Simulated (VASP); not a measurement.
Write the native input for VASP 6.6.1 that does the following.

| Quantity | Value |
| --- | --- |
| Task | single point |
| Functional | PBEsol |
| Potentials or basis | VASP PAW PBE potentials, release 64 (P) |
| Cutoff | 520 eV |
| k mesh | 17 × 17 × 17 |
| Occupations | fermi-dirac, width 0.1 eV |
| Spin | no spin polarisation |
| Dipole correction | no |
| Further INCAR settings | ALGO = Normal; EDIFF = 1e-07; NBANDS = 12 |

The structure of P lies in POSCAR:

```
P
1.0
    0.0000000000      2.6869937657      2.6869937657
    2.6869937657      0.0000000000      2.6869937657
    2.6869937657      2.6869937657      0.0000000000
P
2
Direct
    0.1250000000      0.1250000000      0.1250000000
    0.8750000000      0.8750000000      0.8750000000
```

One way to write it, as run:

INCAR

```
ALGO = Normal
EDIFF = 1E-7
ENCUT = 520
GGA = PS
ISIF = 2
ISMEAR = -1
LASPH = True
LCHARG = False
LREAL = False
LWAVE = False
NBANDS = 12
NELM = 80
PREC = Accurate
SIGMA = 0.1
```

KPOINTS

```
k-points
0
Gamma
  17 17 17
```

Potentials or basis: VASP PAW PBE potentials, release 64 (P).

Run with:

```sh
$ cat potpaw_PBE.64/P/POTCAR > POTCAR
$ mpirun -np 1 vasp_std > vasp.out
```

Results of the run:

```json
{
 "Pressure": "0.2 GPa",
 "Band gap on the k mesh": "zero (band 5 reaches 7.99 eV, above the bottom of band 6 at 5.30 eV)"
}
```

Caveat: the PAW data sets were made with another functional, which shifts forces and pressure a little.

Run time: 82 s on 1 thread of Intel Xeon 8259CL, with other jobs on the host, peak memory 0.19 GiB.
